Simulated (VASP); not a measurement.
Cu:

```
Cu
1.0
     2.53076    0.00000    0.00000
    -1.26538    2.19171    0.00000
     0.00000    0.00000    8.26182
Cu
4
Cartesian
  0.0000 0.0000 0.0000
  0.0000 1.4611 2.0655
  0.0000 0.0000 4.1309
  1.2654 0.7306 6.1964
```

| Property | Result |
| --- | --- |
| Program | VASP 6.6.1 |
| Task | relaxation of cell and atoms |
| Functional | PBEsol |
| Dispersion | D3(BJ) |
| Potentials or basis | VASP PAW PBE potentials, release 64 (Cu) |
| Cutoff | 600 eV |
| k mesh | 10 × 10 × 3 |
| Occupations | methfessel-paxton, width 0.15 eV |
| Spin | no spin polarisation |

At the start: pressure -8.6 GPa; volume 11.46 Å³/atom.

Q: How do energy, volume and symmetry change on relaxing?

A: Over 9 steps the energy falls by 16.8 meV/atom and the volume is 10.88 Å³/atom (-5.1 %); space group P6_3/mmc (No. 194, to 0.05 Å).

Step by step:
```csv
step,energy change (eV),largest force (eV/Å),pressure (GPa),volume (Å³)
1,0.0000,0.0000,-8.63,45.83
2,-0.0290,0.0000,8.10,41.85
3,-0.0672,0.0000,0.17,43.47
4,-0.0672,0.0000,-0.20,43.52
5,-0.0673,0.0000,-0.23,43.52
6,-0.0674,0.0000,-0.16,43.52
7,-0.0674,0.0000,0.18,43.45
8,-0.0674,0.0000,0.21,43.48
9,-0.0674,0.0000,0.08,43.50
```

Final structure:
```
Cu
1.0
     2.49228    0.00000    0.00000
    -1.24614    2.15838    0.00000
     0.00000    0.00000    8.08740
Cu
4
Direct
  0.00000 0.00000 0.00000
  0.33333 0.66667 0.25000
  0.00000 0.00000 0.50000
  0.66667 0.33333 0.75000
```

Caveat: the PAW data sets were made with another functional, which shifts forces and pressure a little; pairwise dispersion overbinds metals, which lowers pressure and volume.
